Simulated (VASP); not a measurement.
A run of VASP 6.6.1:

INCAR

```
SYSTEM = Ge
PREC     = Accurate       ! precision mode
ENCUT    = 520            ! plane-wave cutoff, eV
EDIFF    = 1E-7           ! SCF threshold, eV
ISMEAR   = -1             ! smearing method
SIGMA    = 0.05           ! smearing width, eV
LREAL    = .FALSE.        ! projectors in reciprocal space
LASPH    = .TRUE.         ! aspherical terms in the spheres
NELM     = 80             ! most SCF steps
ALGO     = Normal         ! electronic algorithm
ISIF     = 2              ! what is computed and relaxed
LWAVE    = .FALSE.        ! write WAVECAR
LCHARG   = .FALSE.        ! write CHGCAR
NBANDS   = 36             ! bands
```

File KPOINTS:

```
Automatic mesh
0
G
  8 8 3
  0 0 0
```

Contents of POSCAR:

```
Ge
1.0
    4.0504045371      0.0000000000      0.0000000000
   -2.0252022685      3.5077532247      0.0000000000
    0.0000000000      0.0000000000     10.9933590000
Ge
4
Direct
    0.6666666667      0.3333333333      0.4148480000
    0.3333333333      0.6666666667      0.9148480000
    0.0000000000      0.0000000000      0.4774520000
    0.0000000000      0.0000000000      0.9774520000
```

Potentials or basis: VASP PAW LDA potentials, release 64 (Ge_d).

The run is started by

```sh
$ cat potpaw_LDA.64/Ge_d/POTCAR > POTCAR
$ mpirun -np 1 vasp_std > vasp.out
```

Hardware: 1 thread of Intel(R) Xeon(R) Platinum 8259CL CPU @ 2.50GHz (Skylake/Cascade Lake), on a shared host.

**Question.** Estimate the wall time of this run.

**Answer.** It took 2.3 min on 1 thread of Intel(R) Xeon(R) Platinum 8259CL CPU @ 2.50GHz (Skylake/Cascade Lake), with other jobs on the host, peak memory 0.25 GiB. Counts: scf iterations 16, k points 20.
